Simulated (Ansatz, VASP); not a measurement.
# K in VASP and in Ansatz

INCAR

```
SYSTEM = K
PREC = Accurate
ENCUT = 520
EDIFF = 1E-7
ISMEAR = -1
SIGMA = 0.1
LREAL = .FALSE.
LASPH = .TRUE.
NELM = 100
ALGO = Normal
ISIF = 2
LWAVE = .FALSE.
LCHARG = .FALSE.
GGA = PS
NBANDS = 10
```

KPOINTS

```
regular mesh
0
G
  9 9 9
  0 0 0
```

POSCAR

```
K
1.0
    0.0000000000      3.2013186654      3.2013186654
    3.2013186654      0.0000000000      3.2013186654
    3.2013186654      3.2013186654      0.0000000000
K
1
Direct
    0.0000000000      0.0000000000      0.0000000000
```

Input for Ansatz:

```yaml
crystal:
  lattice:
    - [0.0, 3.2013186654, 3.2013186654]
    - [3.2013186654, 0.0, 3.2013186654]
    - [3.2013186654, 3.2013186654, 0.0]
  atoms:
    - { symbol: K, position: [0.0, 0.0, 0.0] }
hamiltonian:
  xc: pbesol
  pseudopotentials:
    kind: paw
    azcp:
      K: "pseudopotentials/K.paw.azcp"
basis:
  ecutwfc: 420
  fft_grid_basis: typed
kpoints:
  mp_grid: { grid: [9, 9, 9], shift: [0, 0, 0] }
magnetization:
  spin_polarized: false
scf:
  occupations: { method: fermi_dirac, width: 0.1 }
  lower_state_search: "off"
output:
  stress: true
  write_density: true
  write_potential: true
  elf: true
  volumetric_format: npy
```

Alike in both runs: task single point; functional PBEsol; k mesh 9 × 9 × 9; occupations fermi-dirac, width 0.1 eV; no spin polarisation.

|  | VASP | Ansatz |
| --- | --- | --- |
| version | VASP 6.6.1 | Ansatz 0.2.0 |
| potentials or method | VASP PAW PBE potentials, release 64 (K_sv), cutoff 520 eV | plane waves (420 eV) with PAW, scalar-relativistic |
| valence electrons in the cell | 9 | 9 |

|  | VASP | Ansatz | Ansatz less VASP |
| --- | --- | --- | --- |
| pressure (GPa) | 0.3 | 0.4 | +0.01 |

VASP's potentials were made for PBE, not for PBEsol, and Ansatz warns of the same on its side. The functional is the same, so the differences come from potentials, cutoffs and numerics.
